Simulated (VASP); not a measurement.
Set up this calculation in VASP 6.6.1, as the native input.

```
Task                   : single point
Functional             : PBE
Potentials or basis    : VASP PAW PBE potentials, release 64 (In_d, P, Li_sv)
Cutoff                 : 650 eV
k mesh                 : 4 × 4 × 4
Occupations            : gaussian, width 0.05 eV
Spin                   : no spin polarisation
Dipole correction      : no
Further INCAR settings : ALGO = Normal; EDIFF = 1e-06; NBANDS = 68
```

The structure of LiIn6P6 (a cell with a defect) lies in POSCAR:

```
LiIn6P6
1.0
   -5.9603641396     -2.9801820698     -2.9801820698
   -2.9801820698     -5.9603641396      2.9801820698
   -5.9603641396      2.9801820698      2.9801820698
In P Li
6 6 1
Direct
    0.6579569960      0.6690416912     -0.0045158030
    0.3269986872      0.3309583088     -0.0045158030
   -0.0127320704      0.0000000000      0.0280960482
    0.7923701037      0.3693056114      0.5035756114
    0.5166663753      1.0000000000      0.4963490889
    0.1616757151      0.6306943886      0.5035756114
    0.5103092904      0.6890009297      0.3727559420
    0.1993102201      0.3109990703      0.3727559420
    0.8824065300      0.0000000000      0.3952138455
    0.7054235232      0.3275197764      0.8801118218
    0.3629991982      0.0000000000      0.8707384210
    0.0329432996      0.6724802236      0.8801118218
    0.1136721315      0.0000000000     -0.3775858812
```

These files were run (other wordings do the same):

INCAR

```
  PREC = Accurate
  ENCUT = 650
  EDIFF = 1E-6
  ISMEAR = 0
  SIGMA = 0.05
  LREAL = F
  LASPH = T
  NELM = 120
  ALGO = Normal
  ISIF = 2
  LWAVE = F
  LCHARG = F
  GGA = PE
  NBANDS = 68
  GGA_COMPAT = F
```

KPOINTS

```
Automatic mesh
0
Gamma
  4 4 4
```

Potentials or basis: VASP PAW PBE potentials, release 64 (In_d, P, Li_sv).

Launch:

```console
$ cat potpaw_PBE.64/In_d/POTCAR potpaw_PBE.64/P/POTCAR potpaw_PBE.64/Li_sv/POTCAR > POTCAR
$ mpirun -np 1 vasp_std > vasp.out
```

Results of the run:

```json
{
  "Pressure": "2.3 GPa",
  "Largest force": "0.026 eV/Å",
  "Band gap on the k mesh": "zero (an odd number of electrons rules out a gap without spin polarisation)"
}
```

Caveat: spin-orbit coupling is left out, which moves the levels of the heavy elements.

It took 40 min on 1 thread of Intel Xeon 8259CL (shared host), peak memory 0.89 GiB.
